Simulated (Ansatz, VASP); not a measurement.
# Mg3BeS: VASP beside Ansatz

```
Mg Be S
1.0
     7.30995    0.00000    0.00000
    -3.65498    6.33060    0.00000
     0.00000    0.00000    4.18951
Mg Be S
6 2 2
Direct
  0.00000 0.66488 0.75249
  0.33512 0.33512 0.75249
  0.66488 0.00000 0.75249
  0.66488 0.66488 0.24751
  0.00000 0.33512 0.24751
  0.33512 0.00000 0.24751
  0.00000 0.00000 0.25522
  0.00000 0.00000 0.74478
  0.66667 0.33333 0.50000
  0.33333 0.66667 0.50000
```

Change from the starting cell: species swapped into the AlSiTe3 type (P-31m, No. 162).

Alike in both runs: functional PBE; k mesh 6 × 6 × 10; occupations gaussian, width 0.1 eV; no spin polarisation.

Ansatz relaxed the structure, and its values are those at the end. VASP's run is a single point on that final structure, the one shown.

```csv
,VASP,Ansatz
version,VASP 6.6.1,Ansatz 0.2.0
potentials or method,"VASP PAW PBE potentials, release 64 (Mg, Be, S), cutoff 520 eV","scalar-relativistic, plane waves, PAW"
valence electrons in the cell,28,76
```

```csv
,VASP,Ansatz,Ansatz less VASP
gap on the k mesh at the Fermi level (eV),none,none,-
pressure (GPa),-0.1,0.0,+0.12
```

A gap of «none» marks a metal or a gap that the smearing closes. VASP's potentials hold 28 valence electrons a cell and Ansatz's 76, so a difference there can come from the potentials and not from the codes.
